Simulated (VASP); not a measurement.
# NaAl16 in VASP: notebook

The runs below take NaAl16 through single point, with PBE.

Everything below comes from runs of VASP 6.6.1. Logs are shortened: lines on timing, memory, paths and dates and some standing lists are left out, and cuts for length are marked.

### 1 The cell of the first run

The cell holds a slab with vacuum, 17 atoms: a = 8.100 Å, b = 5.728 Å, c = 17.296 Å, α = 90.00°, β = 90.00°, γ = 90.00°.

### 2 Single point, PBE

Input file INCAR:

```
PREC = Accurate
ENCUT = 520
EDIFF = 1E-6
ISMEAR = 0
SIGMA = 0.15
LREAL = Auto
LASPH = True
NELM = 60
ALGO = Normal
ISIF = 2
LWAVE = False
LCHARG = False
GGA = PE
NBANDS = 42
```

Input file KPOINTS:

```
Automatic mesh
0
Gamma
  3 4 1
```

Input file POSCAR:

```
NaAl16
1.0
    8.1000000000      0.0000000000      0.0000000000
    0.0000000000      5.7275650000      0.0000000000
    0.0000000000      0.0000000000     17.2956740000
Al Na
16 1
Direct
    0.2500000000      0.2499999564      0.0578179260
    0.7500000000      0.2499999564      0.0578179260
    0.2500000000      0.7500000436      0.0578179260
    0.7500000000      0.7500000436      0.0578179260
   -0.0027329630     -0.0010246937      0.1342285938
    0.5025872840     -0.0009775533      0.1342729980
   -0.0005981481      0.4987746102      0.1330132610
    0.5004958025      0.4987962598      0.1328185302
    0.2495017284      0.2405285667      0.2208827479
    0.7498739506      0.2503482719      0.2224960993
    0.2495281481      0.7526458451      0.2208675418
    0.7498728395      0.7463085971      0.2217733174
   -0.0038035802     -0.0041446933      0.3008869732
    0.5030622222     -0.0041813580      0.3006804476
    0.0105890123      0.4944921620      0.2960049432
    0.4888332099      0.4944359427      0.2956079075
    0.7493155556      0.5635576375      0.4141580143
```

Potentials or basis: VASP PAW PBE potentials, release 64 (Al, Na_pv).

On the command line:

```
cat potpaw_PBE.64/Al/POTCAR potpaw_PBE.64/Na_pv/POTCAR > POTCAR
mpirun -np 1 vasp_std > vasp.out
```

OUTCAR:

```text
PREC = Accurate
   ENCUT = 520
   EDIFF = 1E-6
   ISMEAR = 0
   LREAL = Auto
   LASPH = True
   NELM = 60
   ISIF = 2
   GGA = PE

 ion  position               nearest neighbor table
   1  0.250  0.250  0.058-   8 2.80   7 2.80   9 2.82   6 2.83   5 2.83   3 2.86   3 2.86
   2  0.750  0.250  0.058-   8 2.79   7 2.79   5 2.80   6 2.80  10 2.85   4 2.86   4 2.86
   3  0.250  0.750  0.058-   8 2.81   7 2.81  11 2.82   6 2.82   5 2.82   1 2.86   1 2.86
   4  0.750  0.750  0.058-   5 2.79   6 2.79   8 2.80   7 2.80  12 2.84   2 2.86   2 2.86
   5  0.997  0.999  0.134-   4 2.79   2 2.80   3 2.82   1 2.83   7 2.86   7 2.87  13 2.88   9 2.89
                            12 2.90  11 2.90  10 2.90
   6  0.503  0.999  0.134-   4 2.79   2 2.80   3 2.82   1 2.83   8 2.86   8 2.87  14 2.88   9 2.89
                            12 2.90  10 2.90  11 2.90
   7  0.999  0.499  0.133-   2 2.79   1 2.80   4 2.80   3 2.81  15 2.82   5 2.86   5 2.87  12 2.91
                            10 2.92  11 2.92   9 2.93
   8  0.500  0.499  0.133-   2 2.79   1 2.80   4 2.80   3 2.81  16 2.82   6 2.86   6 2.87  12 2.91
                            10 2.92  11 2.93   9 2.94
   9  0.250  0.241  0.221-  16 2.75  15 2.75  11 2.79   1 2.82  14 2.84  13 2.84   5 2.89   6 2.89
                             7 2.93  11 2.93   8 2.94
  10  0.750  0.250  0.222-  13 2.82  14 2.82  16 2.83  15 2.83  12 2.84   2 2.85  12 2.89   6 2.90
                             5 2.90   7 2.92   8 2.92
  11  0.250  0.753  0.221-  16 2.76  15 2.76   9 2.79   3 2.82  14 2.84  13 2.84   5 2.90   6 2.90
                             7 2.92   8 2.93   9 2.93
  12  0.750  0.746  0.222-  13 2.81  14 2.81   4 2.84  10 2.84  16 2.86  15 2.86  10 2.89   6 2.90
                             5 2.90   7 2.91   8 2.91
  13  0.996  0.996  0.301-  12 2.81  10 2.82  11 2.84   9 2.84  15 2.86  15 2.88   5 2.88
  14  0.503  0.996  0.301-  12 2.81  10 2.82  11 2.84   9 2.84  16 2.86  16 2.88   6 2.88
  15  0.011  0.494  0.296-   9 2.75  11 2.76   7 2.82  10 2.83  13 2.86  12 2.86  13 2.88  17 2.97

  16  0.489  0.494  0.296-   9 2.75  11 2.76   8 2.82  10 2.83  14 2.86  12 2.86  14 2.88  17 2.97

  17  0.749  0.564  0.414-  15 2.97  16 2.97

  LATTYP: Found a simple orthorhombic cell.
 ALAT       =     5.7275650000
 B/A-ratio  =     1.4142135445
 C/A-ratio  =     3.0197254854

  Lattice vectors:

 A1 = (   0.0000000000,  -5.7275650000,   0.0000000000)
 A2 = (   8.1000000000,   0.0000000000,   0.0000000000)
 A3 = (   0.0000000000,   0.0000000000,  17.2956740000)

Analysis of symmetry for initial positions (statically):
=====================================================================
 Subroutine PRICEL returns:
 Original cell was already a primitive cell.

 Routine SETGRP: Setting up the symmetry group for a
 simple orthorhombic supercell.

 Subroutine GETGRP returns: Found  1 space group operations
 (whereof  1 operations were pure point group operations)
 out of a pool of  8 trial point group operations.

The static configuration has the point symmetry C_1 .

Analysis of symmetry for dynamics (positions and initial velocities):
=====================================================================
 Subroutine PRICEL returns:
 Original cell was already a primitive cell.

 Routine SETGRP: Setting up the symmetry group for a
 simple orthorhombic supercell.

 Subroutine GETGRP returns: Found  1 space group operations
 (whereof  1 operations were pure point group operations)
 out of a pool of  8 trial point group operations.

The dynamic configuration has the point symmetry C_1 .

 Subroutine INISYM returns: Found  1 space group operations
 (whereof  1 operations are pure point group operations),
 and found     1 'primitive' translations

----------------------------------------------------------------------------------------

                                     Primitive cell

  volume of cell :     802.4030

  direct lattice vectors                    reciprocal lattice vectors
     8.100000000  0.000000000  0.000000000     0.123456790  0.000000000  0.000000000
     0.000000000  5.727565000  0.000000000     0.000000000  0.174594265  0.000000000
     0.000000000  0.000000000 17.295674000     0.000000000  0.000000000  0.057817926

  length of vectors
     8.100000000  5.727565000 17.295674000     0.123456790  0.174594265  0.057817926

  position of ions in fractional coordinates (direct lattice)
     0.250000000  0.249999956  0.057817926
     0.750000000  0.249999956  0.057817926
     0.250000000  0.750000044  0.057817926
     0.750000000  0.750000044  0.057817926
     0.997267037  0.998975306  0.134228594
     0.502587284  0.999022447  0.134272998
[... 9 lines left out ...]
     0.488833210  0.494435943  0.295607907
     0.749315556  0.563557637  0.414158014

  ion indices of the primitive-cell ions
   primitive index   ion index
                 1           1
                 2           2
                 3           3
                 4           4
                 5           5
                 6           6
[... 9 lines left out ...]
                16          16
                17          17

----------------------------------------------------------------------------------------

 KPOINTS: Automatic mesh

Automatic generation of k-mesh.
 Grid dimensions read from file:
 generate k-points for:    3    4    1

 Generating k-lattice:

  Cartesian coordinates                     Fractional coordinates (reciprocal lattice)
     0.041152263  0.000000000  0.000000000     0.333333333  0.000000000  0.000000000
     0.000000000  0.043648566  0.000000000     0.000000000  0.250000000  0.000000000
     0.000000000  0.000000000  0.057817926     0.000000000  0.000000000  1.000000000

  Length of vectors
     0.041152263  0.043648566  0.057817926

  Shift w.r.t. Gamma in fractional coordinates (k-lattice)
     0.000000000  0.000000000  0.000000000

 Subroutine IBZKPT returns following result:
 ===========================================

 Found      7 irreducible k-points:

 Following reciprocal coordinates:
            Coordinates               Weight
  0.000000  0.000000  0.000000      1.000000
  0.333333  0.000000  0.000000      2.000000
  0.000000  0.250000  0.000000      2.000000
  0.333333  0.250000  0.000000      2.000000
 -0.333333  0.250000  0.000000      2.000000
  0.000000  0.500000  0.000000      1.000000
  0.333333  0.500000  0.000000      2.000000
   k-points           NKPTS =      7   k-points in BZ     NKDIM =      7   number of bands    NBANDS=     42
   number of dos      NEDOS =    301   number of ions     NIONS =     17
   total plane-waves  NPLWV = 403200
   dimension x,y,z NGX =    60 NGY =   48 NGZ =  140
   dimension x,y,z NGXF=   120 NGYF=   96 NGZF=  280
   ions per type =              16   1
   NGX,Y,Z   is equivalent  to a cutoff of  12.31, 13.93, 13.46 a.u.
   NGXF,Y,Z  is equivalent  to a cutoff of  24.63, 27.86, 26.91 a.u.
 SYSTEM =  unknown system
   PREC   = accura    normal or accurate (medium, high low for compatibility)
   ISTART =      0    job   : 0-new  1-cont  2-samecut
   ICHARG =      2    charge: 1-file 2-atom 10-const
   ISPIN  =      1    spin polarized calculation?
   LNONCOLLINEAR =      F non collinear calculations
   LSORBIT =      F    spin-orbit coupling
   LASPH  =      T    aspherical Exc in radial PAW
   ENCUT  =  520.0 eV  38.22 Ry    6.18 a.u.  15.06 10.65 32.16*2*pi/ulx,y,z
   NELM   =     60;   NELMIN=  2; NELMDL= -5     # of ELM steps
   EDIFF  = 0.1E-05   stopping-criterion for ELM
   LREAL  =      T    real-space projection
   EDIFFG = 0.1E-04   stopping-criterion for IOM
   NSW    =      0    number of steps for IOM
   IBRION =     -1    ionic relax: 0-MD 1-quasi-New 2-CG
   NFREE  =      0    steps in history (QN), initial steepest desc. (CG)
   ISIF   =      2    stress and relaxation
   ISYM   =      2    0-nonsym 1-usesym 2-fastsym
   POTIM  = 0.5000    time-step for ionic-motion
   TEBEG  =    0.0;   TEEND  =   0.0 temperature during run
   PSTRESS=    0.0 pullay stress
   NELECT =      55.0000    total number of electrons
   NUPDOWN=      -1.0000    fix difference up-down
   EMIN   =  10.00;   EMAX   =-10.00  energy-range for DOS
   EFERMI =   0.00;   METHOD = LEGACY
   ISMEAR =     0;   SIGMA  =   0.15  broadening in eV -4-tet -1-fermi 0-gaus
   EFERMI_NEDOS =   21; number of points for ismear=-14 and -15
   IALGO  =     38    algorithm
   IMIX   =      4    mixing-type and parameters
     AMIX     =   0.40;   BMIX     =  1.00
     AMIX_MAG =   1.60;   BMIX_MAG =  1.00
  volume/ion in A,a.u.               =      47.20       318.52
  Fermi-wavevector in a.u.,A,eV,Ry     =   0.669985  1.266087  6.107376  0.448879
  Thomas-Fermi vector in A             =   1.745365
   LORBIT       =      0    0 simple, 1 ext, 2 COOP (PROOUT), +10 PAW based schemes
   GGA     = PE    functional components
   LHFCALC =     F    Hartree Fock is set to
   AEXX    =    0.0000 exact exchange contribution
   IVDW    =     0    specifies the selected vdW correction
   LEPSILON=     F    determine dielectric tensor
   LRPA    =     F    only Hartree local field effects (RPA)
 non-spin polarized calculation
 Gauss-broadening in eV      SIGMA  =   0.15
  energy-cutoff  :      520.00
  volume of cell :      802.40
 maximum number of plane-waves:     21630
   NGX = 31   NGY = 21   NGZ = 65

 number of electron      54.9999993 magnetization

 Free energy of the ion-electron system (eV)
  ---------------------------------------------------
  ext. energy  EPLUGINS =         0.00000000
  ---------------------------------------------------
  free energy    TOTEN  =       -56.15871319 eV

  energy without entropy =      -56.01669205  energy(sigma->0) =      -56.08770262

 E-fermi :   0.5875     XC(G=0):  -4.7671

 val. band max:        0.5193549249   @ k =   0.3333   0.0000   0.0000
 cond. band min:       0.5915145042   @ k =   0.0000   0.2500   0.0000
 fundamental gap:      0.0721595793
 Fermi energy:         0.5875005815

 k-point     1 :       0.0000    0.0000    0.0000
  band No.  band energies     occupation
      1     -24.9078      2.00000
      2     -24.8921      2.00000
      3     -24.8793      2.00000
      4      -9.6769      2.00000
      5      -7.4777      2.00000
      6      -7.4599      2.00000
[... 31 lines left out ...]
     38       2.5758      0.00000
     39       2.6179      0.00000
[... 250 lines left out ...]
     38       3.0478      0.00000
     39       3.2453      0.00000
 [bands above 39 left out]

------------------------ aborting loop because EDIFF is reached ----------------------------------------

  FORCE on cell =-STRESS in cart. coord.  units (eV):
  Direction    XX          YY          ZZ          XY          YZ          ZX
  --------------------------------------------------------------------------------------
  -------------------------------------------------------------------------------------
  Total       -5.5499791     -7.9865992     -0.0991992      0.0021697      0.4059450      0.0080603
  in kB      -11.0817767    -15.9470346     -0.1980735      0.0043322      0.8105601      0.0160943
  external PRESSURE =      -9.0756282 kB  Pullay stress =       0.0000000 kB

 VOLUME and BASIS-vectors are now :
 -----------------------------------------------------------------------------
  energy-cutoff  :      520.00
  volume of cell :      802.40
      direct lattice vectors                 reciprocal lattice vectors
     8.100000000  0.000000000  0.000000000     0.123456790  0.000000000  0.000000000
     0.000000000  5.727565000  0.000000000     0.000000000  0.174594265  0.000000000
     0.000000000  0.000000000 17.295674000     0.000000000  0.000000000  0.057817926

 POSITION                                       TOTAL-FORCE (eV/Angst)
 -----------------------------------------------------------------------------------
      2.02500      1.43189      1.00000        -0.002422     -0.029735      0.035501
      6.07500      1.43189      1.00000         0.001417     -0.003250     -0.016256
      2.02500      4.29567      1.00000        -0.002177      0.005184      0.026532
      6.07500      4.29567      1.00000         0.001094     -0.020316     -0.050845
      8.07786      5.72170      2.32157         0.004338     -0.000777      0.000127
      4.07096      5.72197      2.32234        -0.006105     -0.001611     -0.001315
[... 9 lines left out ...]
      3.95955      2.83191      5.11274         0.000337     -0.005505      0.009091
      6.06946      3.22781      7.16314        -0.000579      0.089733      0.000166
 -----------------------------------------------------------------------------------
    total drift:                                0.000828      0.004562     -0.006107

  FREE ENERGIE OF THE ION-ELECTRON SYSTEM (eV)
  ---------------------------------------------------
  free  energy   TOTEN  =       -56.1587131908 eV

  energy  without entropy=      -56.0166920519  energy(sigma->0) =      -56.08770262
```

Wall time 16 min (1 thread of Oxide Virtual Turin-like, shared host); peak memory 0.76 GiB.

Results:

* Free energy: -56.1587 eV
* Largest force: 0.090 eV/Å
* Band gap on the k mesh: zero (an odd number of electrons rules out a gap without spin polarisation)

Forces in eV/Å, atoms in the order of the input:
```
Al  -0.002 -0.030  0.036
Al   0.001 -0.003 -0.016
Al  -0.002  0.005  0.027
Al   0.001 -0.020 -0.051
Al   0.004 -0.001  0.000
Al  -0.006 -0.002 -0.001
Al  -0.007 -0.002 -0.003
Al   0.005 -0.002  0.002
Al   0.004 -0.018 -0.009
Al  -0.001  0.008  0.007
Al   0.003  0.009 -0.003
Al  -0.001 -0.014  0.003
Al   0.018 -0.004 -0.002
Al  -0.017 -0.004  0.000
Al  -0.001 -0.006  0.001
Al   0.000 -0.006  0.009
Na  -0.001  0.090  0.000
```

Levels at points of the mesh, in eV from the Fermi level:
```
           k point  band 25  band 26  band 27  band 28  band 29  band 30
(0.00, 0.00, 0.00)    -0.91    -0.90    -0.67    -0.26    -0.14     0.07
(0.00, 0.50, 0.00)    -0.88    -0.17    -0.12     0.51     0.56     1.07
```

Caveat: there is no dipole correction, which matters where the two faces differ.

### 3 Single point, PBE

Input file INCAR:

```
SYSTEM = NaAl16
ALGO = Normal
EDIFF = 1E-6
ENCUT = 520
GGA = PE
ISIF = 2
ISMEAR = 0
LASPH = .TRUE.
LCHARG = .FALSE.
LREAL = Auto
LWAVE = .FALSE.
NBANDS = 42
NELM = 100
PREC = Accurate
SIGMA = 0.15
```

Input file KPOINTS:

```
k-points
0
G
  3 4 1
  0 0 0
```

Input file POSCAR:

```
NaAl16
1.0
    8.1000000000      0.0000000000      0.0000000000
    0.0000000000      5.7275650000      0.0000000000
    0.0000000000      0.0000000000     17.2956740000
Al Na
16 1
Direct
    0.2500000000      0.2499999564      0.0578179260
    0.7500000000      0.2499999564      0.0578179260
    0.2500000000      0.7500000436      0.0578179260
    0.7500000000      0.7500000436      0.0578179260
   -0.0023977778     -0.0018047809      0.1341885260
    0.5022095062     -0.0017654972      0.1342148331
   -0.0006718519      0.4978606092      0.1331767123
    0.5005371605      0.4978780686      0.1330403776
    0.2495102469      0.2391489228      0.2212341074
    0.7498058025      0.2484315761      0.2224095459
    0.2495602469      0.7491626896      0.2212394267
    0.7497941975      0.7450157266      0.2211576143
   -0.0034114815     -0.0065006683      0.3005984040
    0.5025959259     -0.0066049010      0.3004348371
    0.0083332099      0.4907497340      0.2966133612
    0.4909559259      0.4905901548      0.2963384948
    0.7489702469      0.6272855917      0.4130624802
```

Potentials or basis: VASP PAW PBE potentials, release 64 (Al, Na_pv).

On the command line:

```
cat potpaw_PBE.64/Al/POTCAR potpaw_PBE.64/Na_pv/POTCAR > POTCAR
mpirun -np 1 vasp_std > vasp.out
```

It took 15 min on 1 thread of Oxide Virtual Turin-like, shared host; peak memory 0.76 GiB.

The run converged. Its results:

* Free energy: -56.2007 eV
* Largest force: 0.122 eV/Å
* Band gap on the k mesh: zero (an odd number of electrons rules out a gap without spin polarisation)

Forces on the atoms (eV/Å):
```
Al  -0.002 -0.040  0.047
Al   0.001 -0.017 -0.011
Al  -0.002 -0.002  0.033
Al   0.000 -0.024 -0.072
Al   0.002 -0.001  0.000
Al  -0.002 -0.001 -0.001
Al  -0.004 -0.004  0.000
Al   0.003 -0.003  0.003
Al   0.004 -0.008 -0.001
Al  -0.001  0.006  0.005
Al   0.002 -0.001  0.003
Al  -0.001 -0.008  0.001
Al   0.016 -0.004 -0.002
Al  -0.016 -0.002 -0.002
Al  -0.007 -0.006  0.004
Al   0.004 -0.005  0.006
Na   0.003  0.121 -0.014
```

Levels at points of the mesh, in eV from the Fermi level:
| k point | band 23 | band 24 | band 25 | band 26 | band 27 | band 28 | band 29 | band 30 | band 31 | band 32 |
| --- | --- | --- | --- | --- | --- | --- | --- | --- | --- | --- |
| (0.00, 0.00, 0.00) | -1.72 | -1.61 | -0.90 | -0.89 | -0.66 | -0.27 | -0.14 | 0.07 | 0.75 | 1.05 |
| (0.00, 0.50, 0.00) | -1.12 | -0.92 | -0.87 | -0.17 | -0.12 | 0.52 | 0.55 | 1.08 | 1.12 | 1.44 |

Caveat: there is no dipole correction, which matters where the two faces differ.

### 4 Single point, PBE

INCAR, as its differences from that of step 3:

```diff
@@ -2,3 +2,3 @@
 ALGO = Normal
-EDIFF = 1E-6
+EDIFF = 1E-7
 ENCUT = 520
@@ -12,3 +12,3 @@
 NBANDS = 42
-NELM = 100
+NELM = 80
 PREC = Accurate
```

KPOINTS is that of step 3.

Input file POSCAR:

```
NaAl16
1.0
    8.1000000000      0.0000000000      0.0000000000
    0.0000000000      5.7275650000      0.0000000000
    0.0000000000      0.0000000000     17.2956740000
Al Na
16 1
Direct
    0.2500000000      0.2499999564      0.0578179260
    0.7500000000      0.2499999564      0.0578179260
    0.2500000000      0.7500000436      0.0578179260
    0.7500000000      0.7500000436      0.0578179260
   -0.0018630864     -0.0017820837      0.1339987097
    0.5017240741     -0.0017639259      0.1339945468
   -0.0008817284      0.4978045644      0.1334100654
    0.5007641975      0.4978113736      0.1333491832
    0.2496686420      0.2415958614      0.2216093458
    0.7498291358      0.2473967559      0.2221529499
    0.2496974074      0.7472088051      0.2215985338
    0.7498204938      0.7454441809      0.2206343043
   -0.0014723457     -0.0051348173      0.2997540888
    0.5008712346     -0.0051840529      0.2996542372
    0.0049917284      0.4910070859      0.2975438251
    0.4944238272      0.4909124558      0.2973998585
    0.7492858025      0.6908681089      0.4117818710
```

On the command line:

```
cat potpaw_PBE.64/Al/POTCAR potpaw_PBE.64/Na_pv/POTCAR > POTCAR
mpirun -np 1 vasp_std > vasp.out
```

Wall time 17 min (1 thread of Oxide Virtual Turin-like, shared host); peak memory 0.75 GiB.

Results (log left out):

```yaml
Free_energy: -56.2398 eV
Largest_force: 0.090 eV/Å
Band_gap_on_the_k_mesh: zero (an odd number of electrons rules out a gap without spin polarisation)
```

Forces on the atoms (eV/Å):
```
Al  -0.002 -0.034  0.058
Al   0.000 -0.020 -0.014
Al  -0.002 -0.007  0.040
Al   0.000 -0.021 -0.088
Al   0.001  0.001 -0.001
Al  -0.001  0.002 -0.001
Al  -0.003 -0.001  0.001
Al   0.002 -0.001  0.003
Al   0.002  0.002  0.000
Al   0.000  0.001  0.000
Al   0.001 -0.001  0.003
Al   0.000 -0.002  0.002
Al   0.010  0.002 -0.001
Al  -0.010  0.003 -0.001
Al  -0.007  0.001  0.002
Al   0.006  0.000  0.003
Na   0.002  0.076 -0.006
```

Levels at points of the mesh, in eV from the Fermi level:
| k point | band 25 | band 26 | band 27 | band 28 | band 29 | band 30 |
| --- | --- | --- | --- | --- | --- | --- |
| (0.00, 0.00, 0.00) | -0.90 | -0.89 | -0.65 | -0.28 | -0.14 | 0.07 |
| (0.00, 0.50, 0.00) | -0.86 | -0.17 | -0.12 | 0.52 | 0.55 | 1.09 |

Caveat: there is no dipole correction, which matters where the two faces differ.

### 5 Overview

```csv
cell,gap on the mesh (eV),largest force (eV/Å)
"as given, atomic positions A",none,0.09
"as given, atomic positions B",none,0.12
"as given, atomic positions C",none,0.09
```

Alike in all rows: task single point; level PBE; potentials or basis VASP PAW PBE potentials, release 64 (Al, Na_pv); no spin polarisation; k mesh 3 × 4 × 1; cutoff (eV) 520; smearing gaussian 0.15 eV.

Caveats: there is no dipole correction, which matters where the two faces differ.

Total energies depend on the potentials used, so only differences within one code and one set of settings carry meaning.

The gap in the log of VASP goes by the Fermi energy; the results here count the filled bands.